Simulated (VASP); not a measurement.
Input of a VASP 6.6.1 run:

The input INCAR:

```
PREC = Accurate
ENCUT = 520
EDIFF = 1E-7
ISMEAR = -1
SIGMA = 0.1
LREAL = F
LASPH = T
NELM = 60
ALGO = Normal
ISIF = 2
LWAVE = F
LCHARG = T
GGA = PS
LELF = T
LVHAR = T
NBANDS = 26
```

The input KPOINTS:

```
regular mesh
0
Gamma
  20 20 6
```

POSCAR

```
Co
1.0
    2.4144563129      0.0000000000      0.0000000000
   -1.2072281565      2.0909805033      0.0000000000
    0.0000000000      0.0000000000      7.8594283610
Co
4
Direct
    1.0000000000      1.0000000000      1.0000000000
    1.0000000000      1.0000000000      0.5000000000
    0.3333333333      0.6666666667      0.2500000000
    0.6666666667      0.3333333333      0.7500000000
```

Potentials or basis: VASP PAW PBE potentials, release 64 (Co).

Run with:

```sh
$ cat potpaw_PBE.64/Co/POTCAR > POTCAR
$ mpirun -np 1 vasp_std > vasp.out
```

(1) Estimate the pressure.

(2) Predict the band gap on the k mesh.

Results:

(1) -1.1 GPa.

(2) zero (bands 18 and 19 overlap by 1.21 eV).

Caveat: the PAW data sets were made with another functional, which shifts forces and pressure a little; the run has no spin polarisation, though such a crystal can be magnetic.
